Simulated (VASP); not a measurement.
# Co (P6_3/mmc) in VASP: a series of runs

Co is run at these levels: LDA; tasks: electric field gradients.

All numbers are computed with VASP 6.6.1; they aren't measurements. Logs are shortened: lines on timing, memory, paths and dates and some standing lists are left out, and cuts for length are marked.

**1. The cell of the first run**

The structure is hexagonal, space group P6_3/mmc (No. 194). The conventional cell has a = 2.492 Å, b = 2.492 Å, c = 4.054 Å, α = 90.00°, β = 90.00°, γ = 120.00°. Within 3.3 Å of Co (site symmetry -6m2) lie 12 Co at 2.49 Å.

**2. Electric field gradients, LDA, collinear spin, ferromagnetic start (10.91 Å³/atom)**

INCAR reads:

```
SYSTEM = Co
PREC = Accurate
ENCUT = 520
EDIFF = 1E-8
ISMEAR = -1
SIGMA = 0.03
LREAL = .FALSE.
LASPH = .TRUE.
NELM = 150
ALGO = Normal
ISIF = 2
LWAVE = .FALSE.
LCHARG = .FALSE.
ISPIN = 2
MAGMOM = 2 2
LORBIT = 11
LMAXMIX = 4
GGA = CA
LEFG = .TRUE.
NBANDS = 20
```

KPOINTS reads:

```
Automatic mesh
0
G
  17 17 9
  0 0 0
```

POSCAR reads:

```
Co
1.0
    2.4924305810      0.0000000000      0.0000000000
   -1.2462152905      2.1585082003      0.0000000000
    0.0000000000      0.0000000000      4.0543781828
Co
2
Direct
    0.3333333333      0.6666666667      0.2500000000
    0.6666666667      0.3333333333      0.7500000000
```

Potentials or basis: VASP PAW LDA potentials, release 64 (Co).

Launch:

```
> cat potpaw_LDA.64/Co/POTCAR > POTCAR
> mpirun -np 1 vasp_std > vasp.out
```

OUTCAR:

```text
SYSTEM = Co
   PREC = Accurate
   ENCUT = 520
   EDIFF = 1E-8
   ISMEAR = -1
   LREAL = .FALSE.
   LASPH = .TRUE.
   NELM = 150
   ISIF = 2
   ISPIN = 2
   LORBIT = 11
   GGA = CA

 ion  position               nearest neighbor table
   1  0.333  0.667  0.250-   2 2.49   2 2.49   2 2.49   2 2.49   2 2.49   2 2.49
   2  0.667  0.333  0.750-   1 2.49   1 2.49   1 2.49   1 2.49   1 2.49   1 2.49

  LATTYP: Found a hexagonal cell.
 ALAT       =     2.4924305810
 C/A-ratio  =     1.6266764714

  Lattice vectors:

 A1 = (   2.4924305810,   0.0000000000,   0.0000000000)
 A2 = (  -1.2462152905,   2.1585082003,   0.0000000000)
 A3 = (   0.0000000000,   0.0000000000,   4.0543781828)

Analysis of symmetry for initial positions (statically):
=====================================================================
 Subroutine PRICEL returns:
 Original cell was already a primitive cell.

 Routine SETGRP: Setting up the symmetry group for a
 hexagonal supercell.

 Subroutine GETGRP returns: Found 24 space group operations
 (whereof 12 operations were pure point group operations)
 out of a pool of 24 trial point group operations.

The static configuration has the point symmetry D_3d.
 The point group associated with its full space group is D_6h.

Analysis of symmetry for dynamics (positions and initial velocities):
=====================================================================
 Subroutine PRICEL returns:
 Original cell was already a primitive cell.

 Routine SETGRP: Setting up the symmetry group for a
 hexagonal supercell.

 Subroutine GETGRP returns: Found 24 space group operations
 (whereof 12 operations were pure point group operations)
 out of a pool of 24 trial point group operations.

The dynamic configuration has the point symmetry D_3d.
 The point group associated with its full space group is D_6h.

Analysis of structural, dynamic, and magnetic symmetry:
=====================================================================
 Subroutine PRICEL returns:
 Original cell was already a primitive cell.

 Routine SETGRP: Setting up the symmetry group for a
 hexagonal supercell.

 Subroutine GETGRP returns: Found 24 space group operations
 (whereof 12 operations were pure point group operations)
 out of a pool of 24 trial point group operations.

The overall configuration has the point symmetry D_3d.
 The point group associated with its full space group is D_6h.

 Subroutine INISYM returns: Found 24 space group operations
 (whereof 12 operations are pure point group operations),
 and found     1 'primitive' translations

----------------------------------------------------------------------------------------

                                     Primitive cell

  volume of cell :      21.8123

  direct lattice vectors                    reciprocal lattice vectors
     2.492430581  0.000000000  0.000000000     0.401214785  0.231641464  0.000000000
    -1.246215290  2.158508200  0.000000000     0.000000000  0.463282928  0.000000000
     0.000000000  0.000000000  4.054378183     0.000000000  0.000000000  0.246646947

  length of vectors
     2.492430581  2.492430581  4.054378183     0.463282928  0.463282928  0.246646947

  position of ions in fractional coordinates (direct lattice)
     0.333333333  0.666666667  0.250000000
     0.666666667  0.333333333  0.750000000

  ion indices of the primitive-cell ions
   primitive index   ion index
                 1           1
                 2           2

----------------------------------------------------------------------------------------

 KPOINTS: Automatic mesh

Automatic generation of k-mesh.
 Grid dimensions read from file:
 generate k-points for:   17   17    9

 Generating k-lattice:

  Cartesian coordinates                     Fractional coordinates (reciprocal lattice)
     0.023600870  0.013625968  0.000000000     0.058823529  0.000000000  0.000000000
     0.000000000  0.027251937  0.000000000     0.000000000  0.058823529  0.000000000
     0.000000000  0.000000000  0.027405216     0.000000000  0.000000000  0.111111111

  Length of vectors
     0.027251937  0.027251937  0.027405216

  Shift w.r.t. Gamma in fractional coordinates (k-lattice)
     0.000000000  0.000000000  0.000000000

 Subroutine IBZKPT returns following result:
 ===========================================

 Found    165 irreducible k-points:

 Following reciprocal coordinates:
            Coordinates               Weight
  0.000000  0.000000  0.000000      1.000000
  0.058824  0.000000  0.000000      6.000000
  0.117647  0.000000  0.000000      6.000000
  0.176471  0.000000  0.000000      6.000000
  0.235294  0.000000  0.000000      6.000000
  0.294118  0.000000  0.000000      6.000000
[... 16 lines left out ...]
  0.411765  0.117647  0.000000     12.000000
  0.176471  0.176471  0.000000      6.000000
 [... further k-points ...]
   k-points           NKPTS =    165   k-points in BZ     NKDIM =    165   number of bands    NBANDS=     20
   number of dos      NEDOS =    301   number of ions     NIONS =      2
   total plane-waves  NPLWV =  12000
   dimension x,y,z NGX =    20 NGY =   20 NGZ =   30
   dimension x,y,z NGXF=    40 NGYF=   40 NGZF=   60
   ions per type =               2
   NGX,Y,Z   is equivalent  to a cutoff of  13.34, 13.34, 12.30 a.u.
   NGXF,Y,Z  is equivalent  to a cutoff of  26.68, 26.68, 24.60 a.u.
 SYSTEM =  Co
   PREC   = accura    normal or accurate (medium, high low for compatibility)
   ISTART =      0    job   : 0-new  1-cont  2-samecut
   ICHARG =      2    charge: 1-file 2-atom 10-const
   ISPIN  =      2    spin polarized calculation?
   LNONCOLLINEAR =      F non collinear calculations
   LSORBIT =      F    spin-orbit coupling
   LASPH  =      T    aspherical Exc in radial PAW
   ENCUT  =  520.0 eV  38.22 Ry    6.18 a.u.   4.63  4.63  7.54*2*pi/ulx,y,z
   NELM   =    150;   NELMIN=  2; NELMDL= -5     # of ELM steps
   EDIFF  = 0.1E-07   stopping-criterion for ELM
   LREAL  =      F    real-space projection
   EDIFFG = 0.1E-06   stopping-criterion for IOM
   NSW    =      0    number of steps for IOM
   IBRION =     -1    ionic relax: 0-MD 1-quasi-New 2-CG
   NFREE  =      0    steps in history (QN), initial steepest desc. (CG)
   ISIF   =      2    stress and relaxation
   ISYM   =      2    0-nonsym 1-usesym 2-fastsym
   POTIM  = 0.5000    time-step for ionic-motion
   TEBEG  =    0.0;   TEEND  =   0.0 temperature during run
   PSTRESS=    0.0 pullay stress
   NELECT =      18.0000    total number of electrons
   NUPDOWN=      -1.0000    fix difference up-down
   EMIN   =  10.00;   EMAX   =-10.00  energy-range for DOS
   EFERMI =   0.00;   METHOD = LEGACY
   ISMEAR =    -1;   SIGMA  =   0.03  broadening in eV -4-tet -1-fermi 0-gaus
   EFERMI_NEDOS =   21; number of points for ismear=-14 and -15
   IALGO  =     38    algorithm
   IMIX   =      4    mixing-type and parameters
     AMIX     =   0.40;   BMIX     =  1.00
     AMIX_MAG =   1.60;   BMIX_MAG =  1.00
  volume/ion in A,a.u.               =      10.91        73.60
  Fermi-wavevector in a.u.,A,eV,Ry     =   1.535555  2.901778 32.081566  2.357929
  Thomas-Fermi vector in A             =   2.642327
   LORBIT       =     11    0 simple, 1 ext, 2 COOP (PROOUT), +10 PAW based schemes
   GGA     = CA    functional components
   LHFCALC =     F    Hartree Fock is set to
   AEXX    =    0.0000 exact exchange contribution
   IVDW    =     0    specifies the selected vdW correction
   LEPSILON=     F    determine dielectric tensor
   LRPA    =     F    only Hartree local field effects (RPA)
 spin polarized calculation
  energy-cutoff  :      520.00
  volume of cell :       21.81
 maximum number of plane-waves:       600
 NGX is ok and might be reduce to    20
   NGX =  9   NGY =  9   NGZ = 15

 number of electron      18.0000001 magnetization       3.1297815

 Free energy of the ion-electron system (eV)
  ---------------------------------------------------
  ext. energy  EPLUGINS =         0.00000000
  ---------------------------------------------------
  free energy    TOTEN  =       -16.12601394 eV

  energy without entropy =      -16.12054996  energy(sigma->0) =      -16.12328195

 E-fermi :   9.8120     XC(G=0): -13.7076

 val. band max:        9.7971944630   @ k =   0.2353   0.0588   0.3333
 cond. band min:       9.8143984033   @ k =   0.2353   0.0588   0.1111
 fundamental gap:      0.0172039403
 Fermi energy:         9.8120078114

 spin component 1

 k-point     1 :       0.0000    0.0000    0.0000
  band No.  band energies     occupation
      1       0.9549      1.00000
      2       4.7918      1.00000
      3       7.3371      1.00000
      4       7.3990      1.00000
      5       7.3990      1.00000
      6       7.7067      1.00000
[... 12 lines left out ...]
     19      35.7275      0.00000
     20      35.7275      0.00000

 k-point     2 :       0.0588    0.0000    0.0000
  band No.  band energies     occupation
      1       1.0766      1.00000
      2       4.8675      1.00000
      3       7.2191      1.00000
      4       7.4565      1.00000
      5       7.5010      1.00000
      6       7.6777      1.00000
[... 498 lines left out ...]
 k-point    24 :       0.1765    0.1765    0.0000
  band No.  band energies     occupation
      1       3.8377      1.00000
      2       5.9455      1.00000
      3       6.1580      1.00000
      4       6.3174      1.00000
      5       7.2633      1.00000
      6       7.4432      1.00000
[... 12 lines left out ...]
     19      31.9899      0.00000
     20      37.5835      0.00000

 [... further k-points ...]

 spin component 2

 k-point     1 :       0.0000    0.0000    0.0000
  band No.  band energies     occupation
      1       1.1323      1.00000
      2       5.6912      1.00000
      3       8.7718      1.00000
      4       8.8319      1.00000
      5       8.8319      1.00000
      6       9.1828      1.00000
[... 12 lines left out ...]
     19      36.1498      0.00000
     20      36.1498      0.00000

 k-point     2 :       0.0588    0.0000    0.0000
  band No.  band energies     occupation
      1       1.2544      1.00000
      2       5.7752      1.00000
      3       8.6311      1.00000
      4       8.8942      1.00000
      5       8.9498      1.00000
      6       9.1469      1.00000
[... 498 lines left out ...]
 k-point    24 :       0.1765    0.1765    0.0000
  band No.  band energies     occupation
      1       4.0889      1.00000
      2       7.0475      1.00000
      3       7.2289      1.00000
      4       7.5352      1.00000
      5       8.6715      1.00000
      6       8.8020      1.00000
[... 12 lines left out ...]
     19      32.3919      0.00000
     20      37.9408      0.00000

 [... further k-points ...]
[... 5 lines left out ...]
  --------------------------------------------------------------------------------------
  -------------------------------------------------------------------------------------
  Total       -2.5605421     -2.5605421     -2.8987350     -0.0000000      0.0000000      0.0000000
  in kB     -188.0795052   -188.0795052   -212.9207874     -0.0000000      0.0000000      0.0000000
  external PRESSURE =    -196.3599326 kB  Pullay stress =       0.0000000 kB

 VOLUME and BASIS-vectors are now :
 -----------------------------------------------------------------------------
  energy-cutoff  :      520.00
  volume of cell :       21.81
      direct lattice vectors                 reciprocal lattice vectors
     2.492430581  0.000000000  0.000000000     0.401214785  0.231641464  0.000000000
    -1.246215290  2.158508200  0.000000000     0.000000000  0.463282928  0.000000000
     0.000000000  0.000000000  4.054378183     0.000000000  0.000000000  0.246646947

 POSITION                                       TOTAL-FORCE (eV/Angst)
 -----------------------------------------------------------------------------------
     -0.00000      1.43901      1.01359        -0.000000     -0.000000      0.000000
      1.24622      0.71950      3.04078         0.000000      0.000000      0.000000
 -----------------------------------------------------------------------------------
    total drift:                               -0.000000     -0.000000     -0.000000

  FREE ENERGIE OF THE ION-ELECTRON SYSTEM (eV)
  ---------------------------------------------------
  free  energy   TOTEN  =       -16.1260139445 eV

  energy  without entropy=      -16.1205499626  energy(sigma->0) =      -16.12328195

 Electric field gradients (V/A^2)
---------------------------------------------------------------------
 ion       V_xx      V_yy      V_zz      V_xy      V_xz      V_yz
---------------------------------------------------------------------
   1       0.930     0.928    -1.858    -0.001     0.000    -0.000
   2       0.930     0.928    -1.858    -0.001    -0.000     0.000
---------------------------------------------------------------------

 Electric field gradients after diagonalization (V/A^2)
 (convention: |V_zz| > |V_xx| > |V_yy|)
----------------------------------------------------------------------
 ion       V_xx      V_yy      V_zz     asymmetry (V_yy - V_xx)/ V_zz
----------------------------------------------------------------------
   1       0.931     0.927    -1.858       0.002
   2       0.931     0.927    -1.858       0.002
----------------------------------------------------------------------

           NMR quadrupolar parameters

 Cq : quadrupolar parameter    Cq=e*Q*V_zz/h
 eta: asymmetry parameters     (V_yy - V_xx)/ V_zz
 Q  : nuclear electric quadrupole moment in mb (millibarn)
----------------------------------------------------------------------
 ion       Cq(MHz)       eta       Q (mb)
----------------------------------------------------------------------
   1      -0.004       0.002       1.000
   2      -0.004       0.002       1.000
----------------------------------------------------------------------

 total charge

# of ion       s       p       d       tot
------------------------------------------
    1        0.486   0.511   7.275   8.272
    2        0.486   0.511   7.275   8.272
--------------------------------------------------
tot          0.972   1.022  14.550  16.544

 magnetization (x)

# of ion       s       p       d       tot
------------------------------------------
    1       -0.013  -0.038   1.620   1.569
    2       -0.013  -0.038   1.620   1.569
--------------------------------------------------
tot         -0.025  -0.076   3.239   3.138
```

It took 67 s on 1 thread of Intel Xeon 6975P-C (Granite Rapids), shared host; peak memory 0.2 GiB.

Results:

```yaml
Free_energy: -16.1260 eV
Pressure: -19.6 GPa
Net_moment: 3.13 μB per cell
Site_moments: Co +1.57 μB
Largest_electric_field_gradient_by_atom: Co -1.9 V/Å²
Valence_electrons_inside_the_program's_atomic_spheres: Co 8.27
```

Electric field gradients, principal values (V/Å²):
| atom | least | middle | greatest (by size) |
| --- | --- | --- | --- |
| 1 Co | 0.927 | 0.931 | -1.858 |
| 2 Co | 0.927 | 0.931 | -1.858 |

Caveat: the cell stands under tension; without QUAD_EFG the Cq values of the log hold for a quadrupole moment of 1 mb, not for the nuclei.

(Part 1 of 2 ends here.)
